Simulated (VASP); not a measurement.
A run of VASP 6.6.1 is set up as follows.

File INCAR:

```
ALGO     = Normal         # electronic algorithm
EDIFF    = 1E-6           # SCF threshold, eV
ENCUT    = 520            # plane-wave cutoff, eV
GGA      = PE             # functional
ISIF     = 2              # what is computed and relaxed
ISMEAR   = 0              # smearing method
LASPH    = T              # aspherical terms in the spheres
LCHARG   = F              # write CHGCAR
LREAL    = F              # projectors in reciprocal space
LWAVE    = F              # write WAVECAR
NBANDS   = 16             # bands
NELM     = 60             # most SCF steps
PREC     = Accurate       # precision mode
SIGMA    = 0.01           # smearing width, eV
```

The input KPOINTS:

```
k-points
0
Gamma
  6 6 6
```

File POSCAR:

```
ZnSe
1.0
    0.0000000000      2.8324206839      2.8324206839
    2.8324206839      0.0000000000      2.8324206839
    2.8324206839      2.8324206839      0.0000000000
Zn Se
1 1
Direct
    0.0000000000      0.0000000000      0.0000000000
    0.2500000000      0.2500000000      0.2500000000
```

Potentials or basis: VASP PAW PBE potentials, release 64 (Zn, Se).

Command:

```sh
$ cat potpaw_PBE.64/Zn/POTCAR potpaw_PBE.64/Se/POTCAR > POTCAR
$ mpirun -np 1 vasp_std > vasp.out
```

Task: Predict the band gap on the k mesh.

Result: 1.29 eV, direct.

Task: Estimate the pressure.

Result: 2.5 GPa.
